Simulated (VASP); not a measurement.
# Ba (Fd-3m) in VASP: relaxation of cell and atoms with PBEsol

Aim: the relaxation of cell and atoms of Ba with PBEsol.

All numbers are computed with VASP 6.6.1; they aren't measurements. Logs are shortened: lines on timing, memory, paths and dates and some standing lists are left out, and cuts for length are marked.

### Step 1. The cell of the first run

Symmetry: Fd-3m, No. 227, cubic system. The conventional cell has a = 8.340 Å, b = 8.340 Å, c = 8.340 Å, α = 90.00°, β = 90.00°, γ = 90.00°. Ba (site symmetry -43m) has 4 Ba at 3.61 Å within 4.7 Å.

This isn't the form of Ba at room conditions, which is bcc.

### Step 2. Relaxation of cell and atoms, PBEsol

Input file INCAR:

```
SYSTEM = Ba
PREC = Accurate
ENCUT = 600
EDIFF = 1E-7
ISMEAR = -1
SIGMA = 0.05
LREAL = .False.
LASPH = .True.
NELM = 60
ALGO = Normal
ISIF = 3
LWAVE = .False.
LCHARG = .False.
GGA = PS
IBRION = 2
NSW = 60
EDIFFG = -0.005
```

Input file KPOINTS:

```
regular mesh
0
Gamma
  9 9 9
  0 0 0
```

Input file POSCAR:

```
Ba
1.0
    0.0000000000      4.1701348901      4.1701348901
    4.1701348901      0.0000000000      4.1701348901
    4.1701348901      4.1701348901      0.0000000000
Ba
2
Direct
   -0.1250000000     -0.1250000000     -0.1250000000
    0.1250000000      0.1250000000      0.1250000000
```

Potentials or basis: VASP PAW PBE potentials, release 64 (Ba_sv).

Command:

```console
$ cat potpaw_PBE.64/Ba_sv/POTCAR > POTCAR
$ mpirun -np 1 vasp_std > vasp.out
```

OUTCAR:

```text
SYSTEM = Ba
   PREC = Accurate
   ENCUT = 600
   EDIFF = 1E-7
   ISMEAR = -1
   LREAL = .False.
   LASPH = .True.
   NELM = 60
   ISIF = 3
   GGA = PS
   IBRION = 2
   NSW = 60
   EDIFFG = -0.005

 ion  position               nearest neighbor table
   1  0.875  0.875  0.875-   2 3.61   2 3.61   2 3.61   2 3.61
   2  0.125  0.125  0.125-   1 3.61   1 3.61   1 3.61   1 3.61

  LATTYP: Found a face centered cubic cell.
 ALAT       =     8.3402697802

  Lattice vectors:

 A1 = (   0.0000000000,   4.1701348901,   4.1701348901)
 A2 = (   4.1701348901,   0.0000000000,   4.1701348901)
 A3 = (   4.1701348901,   4.1701348901,   0.0000000000)

Analysis of symmetry for initial positions (statically):
=====================================================================
 Subroutine PRICEL returns:
 Original cell was already a primitive cell.

 Routine SETGRP: Setting up the symmetry group for a
 face centered cubic supercell.

 Subroutine GETGRP returns: Found 48 space group operations
 (whereof 12 operations were pure point group operations)
 out of a pool of 48 trial point group operations.

The static configuration has the point symmetry D_3d.
 The point group associated with its full space group is O_h .

Analysis of symmetry for dynamics (positions and initial velocities):
=====================================================================
 Subroutine PRICEL returns:
 Original cell was already a primitive cell.

 Routine SETGRP: Setting up the symmetry group for a
 face centered cubic supercell.

 Subroutine GETGRP returns: Found 48 space group operations
 (whereof 12 operations were pure point group operations)
 out of a pool of 48 trial point group operations.

The dynamic configuration has the point symmetry D_3d.
 The point group associated with its full space group is O_h .

 Subroutine INISYM returns: Found 48 space group operations
 (whereof 12 operations are pure point group operations),
 and found     1 'primitive' translations

----------------------------------------------------------------------------------------

                                     Primitive cell

  volume of cell :     145.0375

  direct lattice vectors                    reciprocal lattice vectors
     0.000000000  4.170134890  4.170134890    -0.119900198  0.119900198  0.119900198
     4.170134890  0.000000000  4.170134890     0.119900198 -0.119900198  0.119900198
     4.170134890  4.170134890  0.000000000     0.119900198  0.119900198 -0.119900198

  length of vectors
     5.897461319  5.897461319  5.897461319     0.207673235  0.207673235  0.207673235

  position of ions in fractional coordinates (direct lattice)
     0.875000000  0.875000000  0.875000000
     0.125000000  0.125000000  0.125000000

  ion indices of the primitive-cell ions
   primitive index   ion index
                 1           1
                 2           2

----------------------------------------------------------------------------------------

 KPOINTS: regular mesh

Automatic generation of k-mesh.
 Grid dimensions read from file:
 generate k-points for:    9    9    9

 Generating k-lattice:

  Cartesian coordinates                     Fractional coordinates (reciprocal lattice)
    -0.013322244  0.013322244  0.013322244     0.111111111  0.000000000  0.000000000
     0.013322244 -0.013322244  0.013322244     0.000000000  0.111111111  0.000000000
     0.013322244  0.013322244 -0.013322244     0.000000000  0.000000000  0.111111111

  Length of vectors
     0.023074804  0.023074804  0.023074804

  Shift w.r.t. Gamma in fractional coordinates (k-lattice)
     0.000000000  0.000000000  0.000000000

 Subroutine IBZKPT returns following result:
 ===========================================

 Found     35 irreducible k-points:

 Following reciprocal coordinates:
            Coordinates               Weight
  0.000000  0.000000  0.000000      1.000000
  0.111111  0.000000  0.000000      8.000000
  0.222222  0.000000  0.000000      8.000000
  0.333333  0.000000  0.000000      8.000000
  0.444444  0.000000  0.000000      8.000000
  0.111111  0.111111  0.000000      6.000000
[... 16 lines left out ...]
 -0.333333  0.333333  0.000000     12.000000
  0.444444  0.444444  0.000000      6.000000
 [... further k-points ...]
   k-points           NKPTS =     35   k-points in BZ     NKDIM =     35   number of bands    NBANDS=     14
   number of dos      NEDOS =    301   number of ions     NIONS =      2
   total plane-waves  NPLWV = 110592
   dimension x,y,z NGX =    48 NGY =   48 NGZ =   48
   dimension x,y,z NGXF=    96 NGYF=   96 NGZF=   96
   ions per type =               2
   NGX,Y,Z   is equivalent  to a cutoff of  13.53, 13.53, 13.53 a.u.
   NGXF,Y,Z  is equivalent  to a cutoff of  27.06, 27.06, 27.06 a.u.
 SYSTEM =  Ba
   PREC   = accura    normal or accurate (medium, high low for compatibility)
   ISTART =      0    job   : 0-new  1-cont  2-samecut
   ICHARG =      2    charge: 1-file 2-atom 10-const
   ISPIN  =      1    spin polarized calculation?
   LNONCOLLINEAR =      F non collinear calculations
   LSORBIT =      F    spin-orbit coupling
   LASPH  =      T    aspherical Exc in radial PAW
   ENCUT  =  600.0 eV  44.10 Ry    6.64 a.u.  11.78 11.78 11.78*2*pi/ulx,y,z
   NELM   =     60;   NELMIN=  2; NELMDL= -5     # of ELM steps
   EDIFF  = 0.1E-06   stopping-criterion for ELM
   LREAL  =      F    real-space projection
   EDIFFG = -.5E-02   stopping-criterion for IOM
   NSW    =     60    number of steps for IOM
   IBRION =      2    ionic relax: 0-MD 1-quasi-New 2-CG
   NFREE  =      1    steps in history (QN), initial steepest desc. (CG)
   ISIF   =      3    stress and relaxation
   ISYM   =      2    0-nonsym 1-usesym 2-fastsym
   POTIM  = 0.5000    time-step for ionic-motion
   TEBEG  =    0.0;   TEEND  =   0.0 temperature during run
   PSTRESS=    0.0 pullay stress
   NELECT =      20.0000    total number of electrons
   NUPDOWN=      -1.0000    fix difference up-down
   EMIN   =  10.00;   EMAX   =-10.00  energy-range for DOS
   EFERMI =   0.00;   METHOD = LEGACY
   ISMEAR =    -1;   SIGMA  =   0.05  broadening in eV -4-tet -1-fermi 0-gaus
   EFERMI_NEDOS =   21; number of points for ismear=-14 and -15
   IALGO  =     38    algorithm
   IMIX   =      4    mixing-type and parameters
     AMIX     =   0.40;   BMIX     =  1.00
     AMIX_MAG =   1.60;   BMIX_MAG =  1.00
  volume/ion in A,a.u.               =      72.52       489.38
  Fermi-wavevector in a.u.,A,eV,Ry     =   0.845781  1.598295  9.732873  0.715346
  Thomas-Fermi vector in A             =   1.961024
   LORBIT       =      0    0 simple, 1 ext, 2 COOP (PROOUT), +10 PAW based schemes
   GGA     = PS    functional components
   LHFCALC =     F    Hartree Fock is set to
   AEXX    =    0.0000 exact exchange contribution
   IVDW    =     0    specifies the selected vdW correction
   LEPSILON=     F    determine dielectric tensor
   LRPA    =     F    only Hartree local field effects (RPA)
 conjugate gradient relaxation of ions
 non-spin polarized calculation
  energy-cutoff  :      600.00
  volume of cell :      145.04
 maximum number of plane-waves:      4909
   NGX = 23   NGY = 23   NGZ = 23

--------------------------------------- Ionic step        1  -------------------------------------------

 number of electron      19.9999999 magnetization

 Free energy of the ion-electron system (eV)
  ---------------------------------------------------
  ext. energy  EPLUGINS =         0.00000000
  ---------------------------------------------------
  free energy    TOTEN  =        -2.26635053 eV

  energy without entropy =       -2.22872250  energy(sigma->0) =       -2.24753652

------------------------ aborting loop because EDIFF is reached ----------------------------------------

  FORCE on cell =-STRESS in cart. coord.  units (eV):
  Direction    XX          YY          ZZ          XY          YZ          ZX
  --------------------------------------------------------------------------------------
  -------------------------------------------------------------------------------------
  Total       -0.8583234     -0.8583234     -0.8583234      0.0000000      0.0000000      0.0000000
  in kB       -9.4815910     -9.4815910     -9.4815910      0.0000000      0.0000000      0.0000000
  external PRESSURE =      -9.4815910 kB  Pullay stress =       0.0000000 kB
[... 93 lines left out ...]
  energy  without entropy=       -2.4541816150  energy(sigma->0) =       -2.46218737

--------------------------------------- Ionic step        4  -------------------------------------------

 number of electron      19.9999999 magnetization

 E-fermi :   3.0712     XC(G=0):  -9.2471

 val. band max:        3.0357242124   @ k =   0.3333   0.3333   0.0000
 cond. band min:       3.1078370844   @ k =  -0.3333   0.2222   0.0000
 fundamental gap:      0.0721128720
 Fermi energy:         3.0712371373

 k-point     1 :       0.0000    0.0000    0.0000
  band No.  band energies     occupation
      1     -26.4518      2.00000
      2     -24.1500      2.00000
      3     -12.0283      2.00000
      4     -12.0283      2.00000
      5     -12.0283      2.00000
      6      -9.5564      2.00000
      7      -9.5564      2.00000
      8      -9.5564      2.00000
      9       1.3441      2.00000
     10       3.1305      0.46845
     11       3.1305      0.46845
     12       5.3422      0.00000
     13       5.3422      0.00000
     14       5.3422      0.00000
[... 496 lines left out ...]
  energy  without entropy=       -2.4684705401  energy(sigma->0) =       -2.47607548

--------------------------------------- Ionic step        7  -------------------------------------------

 number of electron      20.0000000 magnetization

 Free energy of the ion-electron system (eV)
  ---------------------------------------------------
  ext. energy  EPLUGINS =         0.00000000
  ---------------------------------------------------
  free energy    TOTEN  =        -2.48380912 eV

  energy without entropy =       -2.46854821  energy(sigma->0) =       -2.47617867

 E-fermi :   1.7749     XC(G=0):  -7.9434

 val. band max:        1.7554012043   @ k =   0.2222   0.0000   0.0000
 cond. band min:       1.8113075582   @ k =   0.3333   0.0000   0.0000
 fundamental gap:      0.0559063540
 Fermi energy:         1.7749332292

 k-point     1 :       0.0000    0.0000    0.0000
  band No.  band energies     occupation
      1     -27.5894      2.00000
      2     -26.7441      2.00000
      3     -13.1371      2.00000
      4     -13.1371      2.00000
      5     -13.1371      2.00000
      6     -11.7970      2.00000
      7     -11.7970      2.00000
      8     -11.7970      2.00000
      9      -0.3158      2.00000
     10       1.9151      0.11425
     11       1.9151      0.11425
     12       3.1719      0.00000
     13       3.1719      0.00000
     14       3.1719      0.00000
[... 420 lines left out ...]
  FREE ENERGIE OF THE ION-ELECTRON SYSTEM (eV)
  ---------------------------------------------------
  free  energy   TOTEN  =        -2.4838091247 eV

  energy  without entropy=       -2.4685482084  energy(sigma->0) =       -2.47617867

 reached required accuracy - stopping structural energy minimisation
```

Run time: 7.8 min. Hardware: 1 thread of Oxide Virtual Turin-like, shared host; peak memory 0.35 GiB.

Results:

```
Free energy                           : -2.4838 eV
Relaxed volume                        : 53.25 Å³/atom
Relaxed cell                          : a = 5.321 Å, b = 5.321 Å, c = 5.321 Å, α = 60.00°, β = 60.00°, γ = 60.00°
Space group after relaxing (to 0.1 Å) : Fd-3m (No. 227)
Energy gained by relaxing             : 108.7 meV/atom
Ionic steps                           : 7
Pressure after relaxing               : 0.0 GPa
Band gap on the k mesh                : zero (bands 10 and 11 overlap by 0.19 eV)
```

Step by step:
```tsv
step	energy change (eV)	largest force (eV/Å)	pressure (GPa)	volume (Å³)
1	0.0000	0.0000	-0.95	145.04
2	-0.0567	0.0000	-1.10	136.21
3	-0.2038	0.0000	-0.61	112.98
4	0.7264	0.0000	14.46	74.74
5	-0.2121	0.0000	-0.41	110.38
6	-0.2173	0.0000	0.07	105.80
7	-0.2175	0.0000	-0.01	106.51
```

Final structure:
```
CELL_PARAMETERS angstrom
0.00000 3.76226 3.76226
3.76226 0.00000 3.76226
3.76226 3.76226 0.00000
ATOMIC_POSITIONS crystal
Ba 0.87500 0.87500 0.87500
Ba 0.12500 0.12500 0.12500
```

Caveat: the volume moved by over 15 % at a fixed basis, so the end points are rough; the PAW data sets were made with another functional, which shifts forces and pressure a little; spin-orbit coupling is left out, which moves the levels of the heavy elements.

The gap in the log of VASP goes by the Fermi energy; the results here count the filled bands.